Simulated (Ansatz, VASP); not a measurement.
## SiNi2: VASP beside Ansatz

```
CELL_PARAMETERS angstrom
4.92874 0.00000 0.00000
0.00000 3.69733 0.00000
0.00000 0.00000 7.00207
ATOMIC_POSITIONS crystal
Si 0.29080 0.25000 0.61334
Si 0.70920 0.75000 0.38666
Si 0.79080 0.25000 0.88666
Si 0.20920 0.75000 0.11334
Ni 0.45788 0.25000 0.29275
Ni 0.54212 0.75000 0.70725
Ni 0.95788 0.25000 0.20725
Ni 0.04212 0.75000 0.79275
Ni 0.32885 0.25000 0.93955
Ni 0.67115 0.75000 0.06045
Ni 0.82885 0.25000 0.56045
Ni 0.17115 0.75000 0.43955
```

Alike in both runs: task relaxation of cell and atoms; functional PBE; k mesh 4 × 6 × 4; occupations gaussian, width 0.1 eV; no spin polarisation.

|  | VASP | Ansatz |
| --- | --- | --- |
| version | VASP 6.6.1 | Ansatz 0.2.0 |
| potentials or method | VASP PAW PBE potentials, release 64 (Si, Ni), cutoff 600 eV | scalar-relativistic, plane waves, PAW |
| valence electrons in the cell | 96 | 160 |

Ansatz gave:

* gap on the k mesh at the Fermi level, each at its own relaxed structure (eV): none
* relaxed volume (Å³/atom): 11.02
* relaxed cell length with the largest relative difference (Å): 3.745

Q: Estimate VASP's values.

A: gap on the k mesh at the Fermi level, each at its own relaxed structure (eV): none; relaxed volume (Å³/atom): 11.02; relaxed cell length with the largest relative difference (Å): 3.750.

A gap of «none» marks a metal or a gap that the smearing closes. VASP's potentials hold 96 valence electrons a cell and Ansatz's 160, so a difference there can come from the potentials and not from the codes.
